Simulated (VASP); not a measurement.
Wanted: the native input for a VASP 6.6.1 run.

```
Task                   : single point
Functional             : r2SCAN
Potentials or basis    : VASP PAW PBE potentials, release 64 (Si)
Cutoff                 : 520 eV
k mesh                 : 8 × 8 × 3
Occupations            : gaussian, width 0.05 eV
Spin                   : no spin polarisation
Dipole correction      : no
Further INCAR settings : ALGO = Normal; EDIFF = 1e-06; NBANDS = 21
```

The system is Si.

```xyz
6
Lattice="2.7155 -2.7155 0.0000 2.7155 0.0000 -2.7155 9.9565 3.1681 3.1681" Properties=species:S:1:pos:R:3 pbc="T T T"
Si    6.5622    1.1313    1.1313
Si    3.8467   -1.5842    1.1313
Si    6.5622    3.8467    3.8467
Si    7.9199    2.4890    2.4890
Si    7.9199   -0.2265   -0.2265
Si    2.4890   -0.2265   -0.2265
```

This cell differs from its parent crystal: the part above a cut slid along it.

The input as run:

POSCAR

```
Si
1.0
    2.7154700000     -2.7154700000      0.0000000000
    2.7154700000      0.0000000000     -2.7154700000
    9.9565423020      3.1681388490      3.1681388490
Si
6
Direct
    0.2153236100      0.2153236100      0.5416333333
    0.8264236100     -0.1735763900      0.2083000000
   -0.3957763900     -0.3957763900      0.8749666667
    0.0069986100      0.0069986100      0.7916333333
    0.6180986100      0.6180986100      0.4583000000
    0.2291986100      0.2291986100      0.1249666667
```

INCAR.step1

```
SYSTEM = Si
PREC = Accurate
ENCUT = 520
ISMEAR = 0
SIGMA = 0.05
LREAL = .FALSE.
LASPH = .TRUE.
NELM = 60
NBANDS = 21
GGA = PE
ALGO = Normal
EDIFF = 1E-4
LWAVE = .TRUE.
LCHARG = .FALSE.
```

INCAR.step2

```
SYSTEM = Si
PREC = Accurate
ENCUT = 520
EDIFF = 1E-6
ISMEAR = 0
SIGMA = 0.05
LREAL = .FALSE.
LASPH = .TRUE.
NELM = 60
ALGO = Normal
ISIF = 2
LWAVE = .FALSE.
LCHARG = .FALSE.
METAGGA = R2SCAN
LMIXTAU = .TRUE.
NBANDS = 21
ISTART = 1
```

KPOINTS

```
Automatic mesh
0
G
  8 8 3
  0 0 0
```

Potentials or basis: VASP PAW PBE potentials, release 64 (Si).

Launch:

```console
$ cat potpaw_PBE.64/Si/POTCAR > POTCAR
$ cp INCAR.step1 INCAR
$ mpirun -np 1 vasp_std > vasp.out
$ cp INCAR.step2 INCAR
$ mpirun -np 1 vasp_std > vasp.out
```

It gave:

The pressure is -0.7 GPa, the largest force is 1.416 eV/Å and the band gap on the k mesh is zero (bands 12 and 13 overlap by 0.78 eV).

Caveat: the cell differs from its parent crystal (the part above a cut slid along it); the stress differs along the axes, from -3 to 3 GPa; semilocal functionals underestimate gaps, and a narrow one can read as zero; the PAW data sets were made with another functional, which shifts forces and pressure a little.

It took 6.3 min on 1 thread of Intel(R) Xeon(R) Platinum 8488C (Sapphire Rapids) (shared host), peak memory 0.32 GiB.
